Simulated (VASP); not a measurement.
# F (Fm-3m) in VASP: notebook

The runs below take F through single point, relaxation of cell and atoms, with r2SCAN.

Everything below comes from runs of VASP 6.6.1. Logs are shortened: lines on timing, memory, paths and dates and some standing lists are left out, and cuts for length are marked.

**1. The cell of the first run**

Symmetry: Fm-3m, No. 225, cubic system. Conventional cell: a = 3.327 Å, b = 3.327 Å, c = 3.327 Å, α = 90.00°, β = 90.00°, γ = 90.00°. Within 3.1 Å of F (site symmetry m-3m) lie 12 F at 2.35 Å.

**2. Single point, r2SCAN**

Input file POSCAR:

```
F
1.0
    0.0000000000      1.6633021293      1.6633021293
    1.6633021293      0.0000000000      1.6633021293
    1.6633021293      1.6633021293      0.0000000000
F
1
Direct
    0.0000000000      0.0000000000      0.0000000000
```

Input file INCAR.step1:

```
SYSTEM = F
ALGO     = Normal         ! electronic algorithm
EDIFF    = 1E-4           ! SCF threshold, eV
ENCUT    = 520            ! plane-wave cutoff, eV
GGA      = PE             ! functional
ISMEAR   = 0              ! smearing method
LASPH    = .TRUE.         ! aspherical terms in the spheres
LCHARG   = .FALSE.        ! write CHGCAR
LREAL    = .FALSE.        ! projectors in reciprocal space
LWAVE    = .TRUE.         ! write WAVECAR
NBANDS   = 10             ! bands
NELM     = 100            ! most SCF steps
PREC     = Accurate       ! precision mode
SIGMA    = 0.1            ! smearing width, eV
```

Input file INCAR.step2:

```
SYSTEM = F
ALGO     = Normal         ! electronic algorithm
EDIFF    = 1E-7           ! SCF threshold, eV
ENCUT    = 520            ! plane-wave cutoff, eV
ISIF     = 2              ! what is computed and relaxed
ISMEAR   = 0              ! smearing method
ISTART   = 1            
LASPH    = .TRUE.         ! aspherical terms in the spheres
LCHARG   = .FALSE.        ! write CHGCAR
LMIXTAU  = .TRUE.       
LREAL    = .FALSE.        ! projectors in reciprocal space
LWAVE    = .FALSE.        ! write WAVECAR
METAGGA  = R2SCAN         ! meta-GGA
NBANDS   = 10             ! bands
NELM     = 100            ! most SCF steps
PREC     = Accurate       ! precision mode
SIGMA    = 0.1            ! smearing width, eV
```

Input file KPOINTS:

```
k-points
0
G
  28 28 28
  0 0 0
```

Potentials or basis: VASP PAW PBE potentials, release 64 (F).

The run is started by

```console
> cat potpaw_PBE.64/F/POTCAR > POTCAR
> cp INCAR.step1 INCAR
> mpirun -np 1 vasp_std > vasp.out
> cp INCAR.step2 INCAR
> mpirun -np 1 vasp_std > vasp.out
```

OUTCAR:

```text
SYSTEM = F
   EDIFF = 1E-7
   ENCUT = 520
   ISIF = 2
   ISMEAR = 0
   ISTART = 1
   LASPH = .TRUE.
   LREAL = .FALSE.
   METAGGA = R2SCAN
   NELM = 100
   PREC = Accurate

 ion  position               nearest neighbor table
   1  0.000  0.000  0.000-

  LATTYP: Found a face centered cubic cell.
 ALAT       =     3.3266042586

  Lattice vectors:

 A1 = (   0.0000000000,   1.6633021293,   1.6633021293)
 A2 = (   1.6633021293,   0.0000000000,   1.6633021293)
 A3 = (   1.6633021293,   1.6633021293,   0.0000000000)

Analysis of symmetry for initial positions (statically):
=====================================================================
 Subroutine PRICEL returns:
 Original cell was already a primitive cell.

 Routine SETGRP: Setting up the symmetry group for a
 face centered cubic supercell.

 Subroutine GETGRP returns: Found 48 space group operations
 (whereof 48 operations were pure point group operations)
 out of a pool of 48 trial point group operations.

The static configuration has the point symmetry O_h .

Analysis of symmetry for dynamics (positions and initial velocities):
=====================================================================
 Subroutine PRICEL returns:
 Original cell was already a primitive cell.

 Routine SETGRP: Setting up the symmetry group for a
 face centered cubic supercell.

 Subroutine GETGRP returns: Found 48 space group operations
 (whereof 48 operations were pure point group operations)
 out of a pool of 48 trial point group operations.

The dynamic configuration has the point symmetry O_h .

 Subroutine INISYM returns: Found 48 space group operations
 (whereof 48 operations are pure point group operations),
 and found     1 'primitive' translations

----------------------------------------------------------------------------------------

                                     Primitive cell

  volume of cell :       9.2033

  direct lattice vectors                    reciprocal lattice vectors
     0.000000000  1.663302129  1.663302129    -0.300606842  0.300606842  0.300606842
     1.663302129  0.000000000  1.663302129     0.300606842 -0.300606842  0.300606842
     1.663302129  1.663302129  0.000000000     0.300606842  0.300606842 -0.300606842

  length of vectors
     2.352264430  2.352264430  2.352264430     0.520666323  0.520666323  0.520666323

  position of ions in fractional coordinates (direct lattice)
     0.000000000  0.000000000  0.000000000

[... 74 lines left out ...]
   NELM   =    100;   NELMIN=  2; NELMDL=  0     # of ELM steps
   EDIFF  = 0.1E-06   stopping-criterion for ELM
   LREAL  =      F    real-space projection
   EDIFFG = 0.1E-05   stopping-criterion for IOM
   NSW    =      0    number of steps for IOM
   IBRION =     -1    ionic relax: 0-MD 1-quasi-New 2-CG
   NFREE  =      0    steps in history (QN), initial steepest desc. (CG)
   ISIF   =      2    stress and relaxation
   ISYM   =      2    0-nonsym 1-usesym 2-fastsym
   POTIM  = 0.5000    time-step for ionic-motion
   TEBEG  =    0.0;   TEEND  =   0.0 temperature during run
   PSTRESS=    0.0 pullay stress
   NELECT =       7.0000    total number of electrons
   NUPDOWN=      -1.0000    fix difference up-down
   EMIN   =  10.00;   EMAX   =-10.00  energy-range for DOS
   EFERMI =   0.00;   METHOD = LEGACY
   ISMEAR =     0;   SIGMA  =   0.10  broadening in eV -4-tet -1-fermi 0-gaus
   EFERMI_NEDOS =   21; number of points for ismear=-14 and -15
   IALGO  =     38    algorithm
   IMIX   =      4    mixing-type and parameters
     AMIX     =   0.40;   BMIX     =  1.00
     AMIX_MAG =   1.60;   BMIX_MAG =  1.00
  volume/ion in A,a.u.               =       9.20        62.11
  Fermi-wavevector in a.u.,A,eV,Ry     =   1.494375  2.823960 30.383956  2.233158
  Thomas-Fermi vector in A             =   2.606656
   LORBIT       =      0    0 simple, 1 ext, 2 COOP (PROOUT), +10 PAW based schemes
   METAGGA = R2SCAN    functional components
   LHFCALC =     F    Hartree Fock is set to
   AEXX    =    0.0000 exact exchange contribution
   IVDW    =     0    specifies the selected vdW correction
   LEPSILON=     F    determine dielectric tensor
   LRPA    =     F    only Hartree local field effects (RPA)
 non-spin polarized calculation
 Gauss-broadening in eV      SIGMA  =   0.10
  energy-cutoff  :      520.00
  volume of cell :        9.20
 maximum number of plane-waves:       263
 NGX is ok and might be reduce to    18
   NGX =  9   NGY =  9   NGZ =  9

 number of electron       7.0000001 magnetization

 Free energy of the ion-electron system (eV)
  ---------------------------------------------------
  ext. energy  EPLUGINS =         0.00000000
  ---------------------------------------------------
  free energy    TOTEN  =        -1.89212104 eV

  energy without entropy =       -1.88009009  energy(sigma->0) =       -1.88610557

 E-fermi :  -3.3011     XC(G=0): -11.4554

 val. band max:       -3.3016133241   @ k =   0.4643   0.1786   0.0714
 cond. band min:      -3.2985361414   @ k =   0.2857   0.1429   0.0714
 fundamental gap:      0.0030771828
 Fermi energy:        -3.3011294133

 k-point     1 :       0.0000    0.0000    0.0000
  band No.  band energies     occupation
      1     -26.7279      2.00000
      2      -2.6641      0.00000
      3      -2.6641      0.00000
      4      -2.6641      0.00000
      5      12.4481      0.00000
      6      34.6412      0.00000
      7      34.6412      0.00000
      8      34.6413      0.00000
      9      38.9330      0.00000
     10      45.6285      0.00000
[... 287 lines left out ...]
 k-point    24 :       0.3214    0.0357    0.0000
  band No.  band energies     occupation
      1     -25.4686      2.00000
      2      -6.2792      2.00000
      3      -3.0565      0.00054
      4      -2.9923      0.00001
      5      16.5697      0.00000
      6      24.5389      0.00000
      7      33.0405      0.00000
      8      33.5217      0.00000
      9      38.5739      0.00000
     10      41.8867      0.00000

 [... further k-points ...]
[... 5 lines left out ...]
  --------------------------------------------------------------------------------------
  -------------------------------------------------------------------------------------
  Total       -0.0506801     -0.0506801     -0.0506801     -0.0000000      0.0000000     -0.0000000
  in kB       -8.8227674     -8.8227674     -8.8227674     -0.0000000      0.0000000     -0.0000000
  external PRESSURE =      -8.8227674 kB  Pullay stress =       0.0000000 kB

 VOLUME and BASIS-vectors are now :
 -----------------------------------------------------------------------------
  energy-cutoff  :      520.00
  volume of cell :        9.20
      direct lattice vectors                 reciprocal lattice vectors
     0.000000000  1.663302129  1.663302129    -0.300606842  0.300606842  0.300606842
     1.663302129  0.000000000  1.663302129     0.300606842 -0.300606842  0.300606842
     1.663302129  1.663302129  0.000000000     0.300606842  0.300606842 -0.300606842

 POSITION                                       TOTAL-FORCE (eV/Angst)
 -----------------------------------------------------------------------------------
      0.00000      0.00000      0.00000         0.000000      0.000000      0.000000
 -----------------------------------------------------------------------------------
    total drift:                                0.000000     -0.000000     -0.000000

  FREE ENERGIE OF THE ION-ELECTRON SYSTEM (eV)
  ---------------------------------------------------
  free  energy   TOTEN  =        -1.8921210443 eV

  energy  without entropy=       -1.8800900929  energy(sigma->0) =       -1.88610557
```

OUTCAR.step1:

```text
SYSTEM = F
   EDIFF = 1E-4
   ENCUT = 520
   GGA = PE
   ISMEAR = 0
   LASPH = .TRUE.
[... 529 lines left out ...]
 POSITION                                       TOTAL-FORCE (eV/Angst)
 -----------------------------------------------------------------------------------
      0.00000      0.00000      0.00000         0.000000      0.000000      0.000000
 -----------------------------------------------------------------------------------
    total drift:                                0.000000     -0.000000      0.000000

  FREE ENERGIE OF THE ION-ELECTRON SYSTEM (eV)
  ---------------------------------------------------
  free  energy   TOTEN  =        -0.7585415441 eV

  energy  without entropy=       -0.7462619215  energy(sigma->0) =       -0.75240173
```

Wall time 4.2 min (1 thread of Intel Xeon Platinum 8375C at 2.90GHz (Ice Lake), shared host); peak memory 0.15 GiB.

What came out:

| Quantity | Value |
| --- | --- |
| Free energy | -1.8921 eV |
| Pressure | -0.9 GPa |

Levels at points of the mesh, in eV from the Fermi level:
| k point | band 1 | band 2 | band 3 | band 4 | band 5 | band 6 | band 7 | band 8 |
| --- | --- | --- | --- | --- | --- | --- | --- | --- |
| (0.00, 0.00, 0.00) | -23.43 | 0.64 | 0.64 | 0.64 | 15.75 | 37.94 | 37.94 | 37.94 |
| (0.50, 0.00, 0.00) | -21.49 | -4.55 | 0.16 | 0.16 | 22.71 | 24.29 | 35.58 | 35.58 |
| (0.50, 0.50, 0.00) | -20.89 | -3.91 | -0.90 | -0.90 | 20.34 | 26.13 | 28.38 | 39.71 |

Caveat: the PAW data sets were made with another functional, which shifts forces and pressure a little; an odd number of electrons without spin polarisation forces a metal; a magnetic or distorted state may lie lower.

**3. Relaxation of cell and atoms, r2SCAN**

This run uses another cell than the first one, of 9.23 Å³/atom, 1.003 times its volume.

Input file POSCAR:

```
F
1.0
    0.0000000000      1.6646978308      1.6646978308
    1.6646978308      0.0000000000      1.6646978308
    1.6646978308      1.6646978308      0.0000000000
F
1
Direct
    0.0000000000      0.0000000000      0.0000000000
```

Input file INCAR.step1:

```
ALGO = Normal
EDIFF = 1E-4
ENCUT = 600
GGA = PE
ISMEAR = 0
LASPH = T
LCHARG = F
LREAL = F
LWAVE = T
NELM = 100
PREC = Accurate
SIGMA = 0.1
```

Input file INCAR.step2:

```
ALGO = Normal
EDIFF = 1E-6
EDIFFG = -0.01
ENCUT = 600
IBRION = 2
ISIF = 3
ISMEAR = 0
ISTART = 1
LASPH = T
LCHARG = F
LMIXTAU = T
LREAL = F
LWAVE = F
METAGGA = R2SCAN
NELM = 100
NSW = 100
PREC = Accurate
SIGMA = 0.1
```

Input file KPOINTS:

```
k-points
0
Gamma
  28 28 28
```

Potentials or basis: VASP PAW PBE potentials, release 64 (F).

The run is started by

```console
> cat potpaw_PBE.64/F/POTCAR > POTCAR
> cp INCAR.step1 INCAR
> mpirun -np 1 vasp_std > vasp.out
> cp INCAR.step2 INCAR
> mpirun -np 1 vasp_std > vasp.out
```

Wall time 8.1 min (1 thread of Intel Xeon Platinum 8375C at 2.90GHz (Ice Lake), shared host); peak memory 0.15 GiB.

The run converged. Its results:

* Free energy: -1.8923 eV
* Relaxed volume: 9.11 Å³/atom
* Relaxed cell: a = 2.344 Å, b = 2.344 Å, c = 2.344 Å, α = 60.00°, β = 60.00°, γ = 60.00°
* Space group after relaxing (to 0.05 Å): Fm-3m (No. 225)
* Energy gained by relaxing: 0.4 meV/atom
* Ionic steps: 3
* Pressure after relaxing: 0.0 GPa

The path:
| step | energy change (eV) | largest force (eV/Å) | pressure (GPa) | volume (Å³) |
| --- | --- | --- | --- | --- |
| 1 | 0.0000 | 0.0000 | -0.97 | 9.23 |
| 2 | -0.0003 | 0.0000 | -0.37 | 9.15 |
| 3 | -0.0004 | 0.0000 | 0.01 | 9.11 |

Final structure:
```
F
1.0
     0.00000    1.65748    1.65748
     1.65748    0.00000    1.65748
     1.65748    1.65748    0.00000
F
1
Direct
  0.00000 0.00000 0.00000
```

Levels at points of the mesh, in eV from the Fermi level:
```
           k point  band 2  band 3  band 4  band 5  band 6  band 7
(0.00, 0.00, 0.00)    0.65    0.65    0.65   15.86   38.08   38.08
(0.50, 0.00, 0.00)   -4.63    0.16    0.16   22.81   24.42   35.70
(0.50, 0.50, 0.00)   -3.98   -0.92   -0.92   20.38   26.18   28.55
```

Caveat: the PAW data sets were made with another functional, which shifts forces and pressure a little; an odd number of electrons without spin polarisation forces a metal; a magnetic or distorted state may lie lower.
